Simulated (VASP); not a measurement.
B3As: single point with PBE

Crystal: B3As.

```
B As
1.0
     3.60037    0.00000    0.00000
     0.00000    3.60037    0.00000
     0.00000    0.00000    2.98652
B As
3 1
Direct
  0.00000 0.50000 0.50000
  0.50000 0.00000 0.50000
  0.50000 0.50000 0.00000
  0.00000 0.00000 0.00000
```

The cell was generated, and may not be a known phase.

```yaml
Program: VASP 6.6.1
Task: single point
Functional: PBE
Potentials_or_basis: VASP PAW PBE potentials, release 64 (B, As)
Cutoff: 520 eV
k_mesh: 6 × 6 × 6
Occupations: gaussian, width 0.1 eV
Spin: no spin polarisation
Dipole_correction: no
Further_INCAR_settings: ALGO = Normal; EDIFF = 1e-06; NBANDS = 15
```

| Property | Result |
| --- | --- |
| Pressure | 0.4 GPa |
| Band gap on the k mesh | zero (bands 7 and 8 overlap by 8.16 eV) |

Stress tensor (GPa, compression positive):
```
0.43 0.00 0.00
0.00 0.43 0.00
0.00 0.00 0.35
```

Levels at points of the mesh, in eV from the Fermi level:
```
           k point  band 4  band 5  band 6  band 7  band 8  band 9  band 10  band 11
(0.00, 0.00, 0.00)   -5.25   -3.91   -3.11    1.21    1.64    1.64     4.18     5.24
(0.50, 0.00, 0.00)   -3.15   -3.04   -1.82   -0.78   -0.07    2.61     3.85     5.25
(0.50, 0.50, 0.00)   -9.23    1.94    1.94    2.10    2.80    3.64     4.93     4.93
(0.00, 0.00, 0.50)   -2.76   -2.41   -2.23   -2.23   -1.32   -1.01    -0.93     4.90
(0.50, 0.00, 0.50)   -8.27   -0.39   -0.34   -0.30    0.33    0.77     0.85     1.05
(0.50, 0.50, 0.50)   -7.64   -6.06   -5.63   -5.63   -5.31    6.08     7.05     7.51
```

Run time: 15 s on 1 thread of Intel(R) Xeon(R) Platinum 8259CL CPU @ 2.50GHz (Skylake/Cascade Lake), with other jobs on the host, peak memory 0.16 GiB.
